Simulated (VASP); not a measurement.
Write the native input for VASP 6.6.1 that does the following.

| Quantity | Value |
| --- | --- |
| Task | single point |
| Functional | PBE |
| Potentials or basis | VASP PAW PBE potentials, release 64 (B, Ru_pv) |
| Cutoff | 520 eV |
| k mesh | 6 × 6 × 6 |
| Occupations | gaussian, width 0.1 eV |
| Spin | no spin polarisation |
| Dipole correction | no |
| Further INCAR settings | ALGO = Normal; EDIFF = 1e-06; NBANDS = 21 |

The structure of B4Ru lies in POSCAR:

```
B4Ru
1.0
    3.6417311300      0.0000000000      0.0000000000
    0.0000000000      3.6417311300      0.0000000000
    0.0000000000      0.0000000000      3.6417311300
B Ru
4 1
Direct
    0.2500000000      0.2500000000      0.2500000000
    0.7500000000      0.7500000000      0.2500000000
    0.2500000000      0.7500000000      0.7500000000
    0.7500000000      0.2500000000      0.7500000000
    0.0000000000      0.0000000000      0.0000000000
```

The cell was generated, and may not be a known phase.

One way to write it, as run:

INCAR

```
ALGO = Normal ; EDIFF = 1E-6
ENCUT = 520 ; GGA = PE
ISIF = 2 ; ISMEAR = 0
LASPH = T ; LCHARG = F
LREAL = F ; LWAVE = F
NBANDS = 21 ; NELM = 60
PREC = Accurate ; SIGMA = 0.1
```

KPOINTS

```
k-points
0
Gamma
  6 6 6
```

Potentials or basis: VASP PAW PBE potentials, release 64 (B, Ru_pv).

Run with:

```console
$ cat potpaw_PBE.64/B/POTCAR potpaw_PBE.64/Ru_pv/POTCAR > POTCAR
$ mpirun -np 1 vasp_std > vasp.out
```

Results of the run:

| Item | Value |
| --- | --- |
| Pressure | 108.0 GPa |
| Band gap on the k mesh | zero (bands 13 and 14 overlap by 2.46 eV) |

Caveat: atoms lie so close that the PAW spheres overlap strongly, which falsifies energies and pressures; the cell stands under pressure.

It took 11 s on 1 thread of Intel(R) Xeon(R) Platinum 8488C (Sapphire Rapids), with other jobs on the host, peak memory 0.16 GiB.
